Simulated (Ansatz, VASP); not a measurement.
**Ga: VASP beside Ansatz**

File INCAR:

```
SYSTEM = Ga
  ALGO = Normal
  EDIFF = 1E-6
  ENCUT = 520
  GGA = PE
  ISIF = 2
  ISMEAR = -1
  LASPH = .True.
  LCHARG = .False.
  LREAL = .False.
  LWAVE = .False.
  NBANDS = 20
  NELM = 80
  PREC = Accurate
  SIGMA = 0.08
```

KPOINTS

```
k-points
0
Gamma
  12 12 10
  0 0 0
```

Contents of POSCAR:

```
Ga
1.0
    1.4645000000     -4.1056500000      0.0000000000
    1.4645000000      4.1056500000      0.0000000000
    0.0000000000      0.0000000000      3.1700000000
Ga
2
Direct
    0.8670000000      0.1330000000      0.2500000000
    0.1330000000      0.8670000000      0.7500000000
```

Input for Ansatz:

```yaml
crystal:
  lattice:
    - [1.4645, -4.10565, 0.0]
    - [1.4645, 4.10565, 0.0]
    - [0.0, 0.0, 3.17]
  atoms:
    - { symbol: Ga, position: [0.867, 0.133, 0.25] }
    - { symbol: Ga, position: [0.133, 0.867, 0.75] }
kpoints:
  mp_grid: { grid: [12, 12, 10] }
  band_path:
    path:
      - [0.0, 0.0, 0.0]
      - [-0.5, 0.5, 0.0]
      - [-0.2818093587, 0.7181906413, 0.0]
      - [0.2818093587, 0.2818093587, 0.0]
      - [0.0, 0.0, 0.0]
      - [0.0, 0.0, 0.5]
      - [0.2818093587, 0.2818093587, 0.5]
      - [-0.2818093587, 0.7181906413, 0.5]
      - [-0.5, 0.5, 0.5]
    npoints: 5
scf:
  occupations: { method: fermi_dirac, width: 0.08 }
hamiltonian:
  xc: pbe
  pseudopotentials: { kind: all_electron, lapw: { basis_error: 0.001 } }
output:
  forces: true
  stress: true
  eigenvalues: true
```

Change from the starting cell: equal xx and yy strain of +1 %.

Alike in both runs: task single point; functional PBE; k mesh 12 × 12 × 10; occupations fermi-dirac, width 0.08 eV; no spin polarisation.

```csv
,VASP,Ansatz
version,VASP 6.6.1,Ansatz 0.2.0
potentials or method,"VASP PAW PBE potentials, release 64 (Ga_d), cutoff 520 eV","all-electron LAPW, scalar-relativistic"
```

|  | VASP | Ansatz | Ansatz less VASP |
| --- | --- | --- | --- |
| pressure (GPa) | 0.6 | 0.7 | +0.03 |
| traceless stress, the component that is largest in VASP (GPa) | -2.37 | -2.36 | +0.008 |
| rms of the force components (eV/Å) | 0.109 | 0.108 | -0.0008 |

Atom by atom the forces differ by 0.001 eV/Å (rms over components). Ansatz ran all-electron here, and VASP with PAW potentials.
